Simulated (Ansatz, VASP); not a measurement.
BaCd3Se4: VASP beside Ansatz

Contents of INCAR:

```
PREC     = Accurate       # precision mode
ENCUT    = 520            # plane-wave cutoff, eV
EDIFF    = 1E-6           # SCF threshold, eV
ISMEAR   = 0              # smearing method
SIGMA    = 0.1            # smearing width, eV
LREAL    = F              # projectors in reciprocal space
LASPH    = T              # aspherical terms in the spheres
NELM     = 100            # most SCF steps
ALGO     = Normal         # electronic algorithm
ISIF     = 2              # what is computed and relaxed
LWAVE    = F              # write WAVECAR
LCHARG   = T              # write CHGCAR
GGA      = PE             # functional
LELF     = T              # ELF
LVHAR    = T            
NBANDS   = 45             # bands
```

The input KPOINTS:

```
regular mesh
0
Gamma
  4 4 1
```

File POSCAR:

```
BaCd3Se4
1.0
    4.5550543781      0.0000000000      0.0000000000
    0.0000000000      4.5550543781      0.0000000000
    0.0000000000      0.0000000000     13.0122739226
Ba Cd Se
1 3 4
Direct
    0.0000000000      1.0000000000      0.0000000000
    0.5000000000      0.5000000000      0.7240631312
    1.0000000000      1.0000000000      0.5000000000
    0.5000000000      0.5000000000      0.2759368688
    1.0000000000      0.5000000000      0.6119103897
    0.5000000000      1.0000000000      0.3880896103
    0.0000000000      0.5000000000      0.1625626804
    0.5000000000      1.0000000000      0.8374373196
```

Input for Ansatz:

```yaml
crystal:
  lattice:
    - [4.5550543781, 0.0, 0.0]
    - [0.0, 4.5550543781, 0.0]
    - [0.0, 0.0, 13.0122739226]
  atoms:
    - { symbol: Ba, position: [0.0, 1.0, 0.0] }
    - { symbol: Cd, position: [0.5, 0.5, 0.7240631312] }
    - { symbol: Cd, position: [1.0, 1.0, 0.5] }
    - { symbol: Cd, position: [0.5, 0.5, 0.2759368688] }
    - { symbol: Se, position: [1.0, 0.5, 0.6119103897] }
    - { symbol: Se, position: [0.5, 1.0, 0.3880896103] }
    - { symbol: Se, position: [0.0, 0.5, 0.1625626804] }
    - { symbol: Se, position: [0.5, 1.0, 0.8374373196] }
basis:
  ecutwfc: 420
kpoints:
  mp_grid: { grid: [4, 4, 1] }
hamiltonian:
  xc: pbe
scf:
  occupations: { method: gaussian, width: 0.1 }
  lower_state_search: "off"
output:
  forces: true
  stress: true
  eigenvalues: true
```

Alike in both runs: task single point; functional PBE; k mesh 4 × 4 × 1; occupations gaussian, width 0.1 eV; no spin polarisation.

|  | VASP | Ansatz |
| --- | --- | --- |
| version | VASP 6.6.1 | Ansatz 0.2.0 |
| potentials or method | VASP PAW PBE potentials, release 64 (Ba_sv, Cd, Se), cutoff 520 eV | scalar-relativistic, plane waves, PAW |
| valence electrons in the cell | 70 | 134 |

```tsv
	VASP	Ansatz	Ansatz less VASP
gap on the k mesh at the Fermi level (eV)	0.97	0.98	+0.010
least direct gap on the mesh (eV)	0.97	0.98	+0.010
pressure (GPa)	0.3	0.0	-0.31
rms of the force components (eV/Å)	0.013	0.003	-0.0102
```

Atom by atom the forces differ by 0.015 eV/Å (rms over components). VASP's potentials hold 70 valence electrons a cell and Ansatz's 134, so a difference there can come from the potentials and not from the codes.

The k mesh is coarse, so the values compare programs but aren't converged. Spin-orbit coupling is off throughout.
